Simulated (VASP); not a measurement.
# SrCl2 (Fm-3m) in VASP: a series of runs, part 2 of 2

VASP 6.6.1. Earlier steps stand in the parts before.

## (5) Electric field gradients, LDA (27.66 Å³/atom)

This run uses another cell than the first one, of 27.66 Å³/atom.

The input, INCAR:

```
SYSTEM = SrCl2
ALGO     = Normal         ! electronic algorithm
EDIFF    = 1E-8           ! SCF threshold, eV
ENCUT    = 520            ! plane-wave cutoff, eV
GGA      = CA             ! functional
ISIF     = 2              ! what is computed and relaxed
ISMEAR   = -1             ! smearing method
LASPH    = .True.         ! aspherical terms in the spheres
LCHARG   = .False.        ! write CHGCAR
LEFG     = .True.       
LREAL    = .False.        ! projectors in reciprocal space
LWAVE    = .False.        ! write WAVECAR
NBANDS   = 19             ! bands
NELM     = 100            ! most SCF steps
PREC     = Accurate       ! precision mode
SIGMA    = 0.01           ! smearing width, eV
```

The input, KPOINTS:

```
k-points
0
Gamma
  8 8 8
  0 0 0
```

The input, POSCAR:

```
SrCl2
1.0
    0.0000000000      3.4621066777      3.4621066777
    3.4621066777      0.0000000000      3.4621066777
    3.4621066777      3.4621066777      0.0000000000
Sr Cl
1 2
Direct
    0.0000000000      0.0000000000      0.0000000000
    0.2500000000      0.2500000000      0.2500000000
    0.7500000000      0.7500000000      0.7500000000
```

Potentials or basis: VASP PAW LDA potentials, release 64 (Sr_sv, Cl).

On the command line:

```sh
> cat potpaw_LDA.64/Sr_sv/POTCAR potpaw_LDA.64/Cl/POTCAR > POTCAR
> mpirun -np 1 vasp_std > vasp.out
```

OUTCAR:

```text
SYSTEM = SrCl2
   EDIFF = 1E-8
   ENCUT = 520
   GGA = CA
   ISIF = 2
   ISMEAR = -1
   LASPH = .True.
   LREAL = .False.
   NELM = 100
   PREC = Accurate

 ion  position               nearest neighbor table
   1  0.000  0.000  0.000-   2 3.00   3 3.00   3 3.00   3 3.00   3 3.00   2 3.00   2 3.00   2 3.00

   2  0.250  0.250  0.250-   1 3.00   1 3.00   1 3.00   1 3.00
   3  0.750  0.750  0.750-   1 3.00   1 3.00   1 3.00   1 3.00

  LATTYP: Found a face centered cubic cell.
 ALAT       =     6.9242133554

  Lattice vectors:

 A1 = (   0.0000000000,   3.4621066777,   3.4621066777)
 A2 = (   3.4621066777,   0.0000000000,   3.4621066777)
 A3 = (   3.4621066777,   3.4621066777,   0.0000000000)

Analysis of symmetry for initial positions (statically):
=====================================================================
 Subroutine PRICEL returns:
 Original cell was already a primitive cell.

 Routine SETGRP: Setting up the symmetry group for a
 face centered cubic supercell.

 Subroutine GETGRP returns: Found 48 space group operations
 (whereof 48 operations were pure point group operations)
 out of a pool of 48 trial point group operations.

The static configuration has the point symmetry O_h .

Analysis of symmetry for dynamics (positions and initial velocities):
=====================================================================
 Subroutine PRICEL returns:
 Original cell was already a primitive cell.

 Routine SETGRP: Setting up the symmetry group for a
 face centered cubic supercell.

 Subroutine GETGRP returns: Found 48 space group operations
 (whereof 48 operations were pure point group operations)
 out of a pool of 48 trial point group operations.

The dynamic configuration has the point symmetry O_h .

 Subroutine INISYM returns: Found 48 space group operations
 (whereof 48 operations are pure point group operations),
 and found     1 'primitive' translations

----------------------------------------------------------------------------------------

                                     Primitive cell

  volume of cell :      82.9949

  direct lattice vectors                    reciprocal lattice vectors
     0.000000000  3.462106678  3.462106678    -0.144420738  0.144420738  0.144420738
     3.462106678  0.000000000  3.462106678     0.144420738 -0.144420738  0.144420738
     3.462106678  3.462106678  0.000000000     0.144420738  0.144420738 -0.144420738

  length of vectors
     4.896158218  4.896158218  4.896158218     0.250144055  0.250144055  0.250144055

  position of ions in fractional coordinates (direct lattice)
     0.000000000  0.000000000  0.000000000
     0.250000000  0.250000000  0.250000000
     0.750000000  0.750000000  0.750000000

  ion indices of the primitive-cell ions
   primitive index   ion index
                 1           1
                 2           2
                 3           3

----------------------------------------------------------------------------------------

 KPOINTS: k-points
[... 78 lines left out ...]
   PSTRESS=    0.0 pullay stress
   NELECT =      24.0000    total number of electrons
   NUPDOWN=      -1.0000    fix difference up-down
   EMIN   =  10.00;   EMAX   =-10.00  energy-range for DOS
   EFERMI =   0.00;   METHOD = LEGACY
   ISMEAR =    -1;   SIGMA  =   0.01  broadening in eV -4-tet -1-fermi 0-gaus
   EFERMI_NEDOS =   21; number of points for ismear=-14 and -15
   IALGO  =     38    algorithm
   IMIX   =      4    mixing-type and parameters
     AMIX     =   0.40;   BMIX     =  1.00
     AMIX_MAG =   1.60;   BMIX_MAG =  1.00
  volume/ion in A,a.u.               =      27.66       186.69
  Fermi-wavevector in a.u.,A,eV,Ry     =   1.082584  2.045786 15.945856  1.171987
  Thomas-Fermi vector in A             =   2.218629
   LORBIT       =      0    0 simple, 1 ext, 2 COOP (PROOUT), +10 PAW based schemes
   GGA     = CA    functional components
   LHFCALC =     F    Hartree Fock is set to
   AEXX    =    0.0000 exact exchange contribution
   IVDW    =     0    specifies the selected vdW correction
   LEPSILON=     F    determine dielectric tensor
   LRPA    =     F    only Hartree local field effects (RPA)
 non-spin polarized calculation
  energy-cutoff  :      520.00
  volume of cell :       82.99
 maximum number of plane-waves:      2252
   NGX = 19   NGY = 19   NGZ = 19

 number of electron      24.0000002 magnetization

 Free energy of the ion-electron system (eV)
  ---------------------------------------------------
  ext. energy  EPLUGINS =         0.00000000
  ---------------------------------------------------
  free energy    TOTEN  =       -14.05309378 eV

  energy without entropy =      -14.05309378  energy(sigma->0) =      -14.05309378

 E-fermi :   0.3795     XC(G=0):  -8.8960

 val. band max:        0.1146742941   @ k =   0.5000   0.5000   0.0000
 cond. band min:       5.0852915777   @ k =   0.0000   0.0000   0.0000
 fundamental gap:      4.9706172835
 Fermi energy:         0.3794660008

 k-point     1 :       0.0000    0.0000    0.0000
  band No.  band energies     occupation
      1     -32.5110      2.00000
      2     -14.6231      2.00000
      3     -14.6231      2.00000
      4     -14.6231      2.00000
      5     -13.1942      2.00000
      6     -12.2626      2.00000
[... 505 lines left out ...]
      6     -12.3750      2.00000
[... 11 lines left out ...]
     18       8.8765      0.00000
     19       9.2546      0.00000

 [... further k-points ...]

------------------------ aborting loop because EDIFF is reached ----------------------------------------

  FORCE on cell =-STRESS in cart. coord.  units (eV):
  Direction    XX          YY          ZZ          XY          YZ          ZX
  --------------------------------------------------------------------------------------
  -------------------------------------------------------------------------------------
  Total       -1.0256939     -1.0256939     -1.0256939      0.0000000      0.0000000      0.0000000
  in kB      -19.8005390    -19.8005390    -19.8005390      0.0000000      0.0000000      0.0000000
  external PRESSURE =     -19.8005390 kB  Pullay stress =       0.0000000 kB

 VOLUME and BASIS-vectors are now :
 -----------------------------------------------------------------------------
  energy-cutoff  :      520.00
  volume of cell :       82.99
      direct lattice vectors                 reciprocal lattice vectors
     0.000000000  3.462106678  3.462106678    -0.144420738  0.144420738  0.144420738
     3.462106678  0.000000000  3.462106678     0.144420738 -0.144420738  0.144420738
     3.462106678  3.462106678  0.000000000     0.144420738  0.144420738 -0.144420738

 POSITION                                       TOTAL-FORCE (eV/Angst)
 -----------------------------------------------------------------------------------
      0.00000      0.00000      0.00000         0.000000     -0.000000     -0.000000
      1.73105      1.73105      1.73105        -0.000000     -0.000000     -0.000000
      5.19316      5.19316      5.19316         0.000000      0.000000      0.000000
 -----------------------------------------------------------------------------------
    total drift:                                0.000000      0.000000      0.000000

  FREE ENERGIE OF THE ION-ELECTRON SYSTEM (eV)
  ---------------------------------------------------
  free  energy   TOTEN  =       -14.0530937751 eV

  energy  without entropy=      -14.0530937751  energy(sigma->0) =      -14.05309378

 Electric field gradients (V/A^2)
---------------------------------------------------------------------
 ion       V_xx      V_yy      V_zz      V_xy      V_xz      V_yz
---------------------------------------------------------------------
   1       0.000    -0.000    -0.000    -0.000    -0.000    -0.000
   2       0.000    -0.000    -0.000    -0.000    -0.000    -0.000
   3       0.000    -0.000    -0.000    -0.000    -0.000    -0.000
---------------------------------------------------------------------

 Electric field gradients after diagonalization (V/A^2)
 (convention: |V_zz| > |V_xx| > |V_yy|)
----------------------------------------------------------------------
 ion       V_xx      V_yy      V_zz     asymmetry (V_yy - V_xx)/ V_zz
----------------------------------------------------------------------
   1       0.000     0.000    -0.000       0.000
   2       0.000     0.000    -0.001       0.000
   3       0.000     0.000    -0.001       0.000
----------------------------------------------------------------------

           NMR quadrupolar parameters

 Cq : quadrupolar parameter    Cq=e*Q*V_zz/h
 eta: asymmetry parameters     (V_yy - V_xx)/ V_zz
 Q  : nuclear electric quadrupole moment in mb (millibarn)
----------------------------------------------------------------------
 ion       Cq(MHz)       eta       Q (mb)
----------------------------------------------------------------------
   1      -0.000       0.000       1.000
   2      -0.000       0.000       1.000
   3      -0.000       0.000       1.000
----------------------------------------------------------------------
```

It took 21 s on 1 thread of Intel Xeon Platinum 8488C (Sapphire Rapids), shared host; peak memory 0.19 GiB.

What came out:

```
Free energy                             : -14.0531 eV
Pressure                                : -2.0 GPa
Band gap on the k mesh                  : 4.97 eV (least direct gap 5.14 eV)
Largest electric field gradient by atom : zero within the noise of the run
```

A k mesh can miss the band edges.

## (6) Overview

| cell | gap on the mesh (eV) | pressure (GPa) |
| --- | --- | --- |
| a = 4.994 Å, angles 60.0°, 3 atoms | 4.75 | -3.8 |
| a = 4.829 Å, angles 60.0°, 3 atoms | 5.11 | -0.4 |
| a = 4.896 Å, angles 60.0°, 3 atoms | 4.97 | -2.0 |

Alike in all rows: task electric field gradients; level LDA; potentials or basis VASP PAW LDA potentials, release 64 (Sr_sv, Cl); no spin polarisation; k mesh 8 × 8 × 8; cutoff (eV) 520; smearing fermi-dirac 0.01 eV.

Caveats: the cell stands under tension (at least some runs).

Absolute energies hang on the potentials; compare differences alone.
